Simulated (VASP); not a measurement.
Runs of VASP 6.6.1 on SiSbTe2. The structure is that of space group P-4m2 (No. 115), or close to it. The cells are those of the table. 

```csv
task,cell,k mesh,cutoff (eV),gap on the mesh (eV),pressure (GPa),relaxed volume (Å³/atom),largest force (eV/Å)
single point,"a = 3.904, b = 3.904, c = 8.558 Å, 4 atoms",12 × 12 × 6,520,none,0.0,-,0.02
relaxation of cell and atoms,"relaxed from a = 3.996, b = 3.996, c = 8.413 Å, 4 atoms",12 × 12 × 6,600,none,0.0,32.60,-
single point,"a = 4.036, b = 4.036, c = 5.685 Å, 4 atoms",4 × 4 × 4,520,none,53.2,-,(a)
single point,"a = 3.996, b = 3.996, c = 8.413 Å, 4 atoms",4 × 4 × 4,520,none,0.0,-,(b)
relaxation of cell and atoms,"relaxed from a = 4.036, b = 4.036, c = 5.685 Å, 4 atoms",4 × 4 × 4,600,none,-0.1,33.81,0.02
```

Alike in all rows: level PBE; potentials or basis VASP PAW PBE potentials, release 64 (Si, Sb, Te); no spin polarisation; smearing gaussian 0.1 eV.

Task: Estimate the missing entries.

Result: (a) 5.97; (b) 0.01.

Caveats: some runs use coarse meshes; spin-orbit coupling is left out, which moves the levels of the heavy elements; forces of over 1 eV/Å act on the atoms, so gaps and moduli don't describe the material at rest (some runs); the volume moved by over 15 % at a fixed basis, so the end points are rough (some runs).

A k mesh can miss the band edges, and the runs leave out spin-orbit coupling on Sb, Te.

A gap of «none» marks levels without a gap at the run's occupations.
